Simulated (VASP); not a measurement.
Input of a VASP 6.6.1 run:

The input INCAR:

```
PREC = Accurate
ENCUT = 520
EDIFF = 1E-7
ISMEAR = 0
SIGMA = 0.05
LREAL = False
LASPH = True
NELM = 150
ALGO = Normal
ISIF = 2
LWAVE = False
LCHARG = True
ISPIN = 2
MAGMOM = 0 0 0.45 0.02 0.02 0.02 0.02 0.02 0.02
LORBIT = 11
LMAXMIX = 4
GGA = CA
LELF = True
LVHAR = True
NBANDS = 50
```

Contents of KPOINTS:

```
regular mesh
0
Gamma
  4 4 4
```

Contents of POSCAR:

```
Rb2NbF6
1.0
    6.0708988700      0.0000000000      0.0000000000
   -3.0354494400      5.2575526500      0.0000000000
    0.0000000000      0.0000000000      4.8006003500
Rb Nb F
2 1 6
Direct
    0.3333333333      0.6666666667      0.6690000000
    0.6666666667      0.3333333333      0.3310000000
    0.0000000000      0.0000000000      0.0000000000
    0.1560000000      0.8440000000      0.2020000000
    0.1560000000      0.3120000000      0.2020000000
    0.6880000000      0.8440000000      0.2020000000
    0.8440000000      0.1560000000      0.7980000000
    0.3120000000      0.1560000000      0.7980000000
    0.8440000000      0.6880000000      0.7980000000
```

Potentials or basis: VASP PAW LDA potentials, release 64 (Rb_sv, Nb_sv, F).

Command:

```sh
$ cat potpaw_LDA.64/Rb_sv/POTCAR potpaw_LDA.64/Nb_sv/POTCAR potpaw_LDA.64/F/POTCAR > POTCAR
$ mpirun -np 1 vasp_std > vasp.out
```

Q: Estimate the pressure.

A: 4.1 GPa.

Q: Estimate the largest force.

A: 1.929 eV/Å.

Q: What does it give for the site moments?

A: Rb +0.00; Nb +0.72; F +0.02 μB.

Q: Estimate the band gap on the k mesh.

A: Zero (filled and empty bands overlap).

Forces on the atoms (eV/Å):
```
Rb   0.000  0.000  0.114
Rb   0.000  0.000 -0.114
Nb   0.000  0.000  0.000
F    1.372 -0.792  1.100
F    0.000  1.584  1.100
F   -1.372 -0.792  1.100
F   -1.372  0.792 -1.100
F    1.372  0.792 -1.100
F    0.000 -1.584 -1.100
```

Caveat: the cell stands under pressure; forces of over 1 eV/Å act on the atoms, so gaps and moduli don't describe the material at rest.
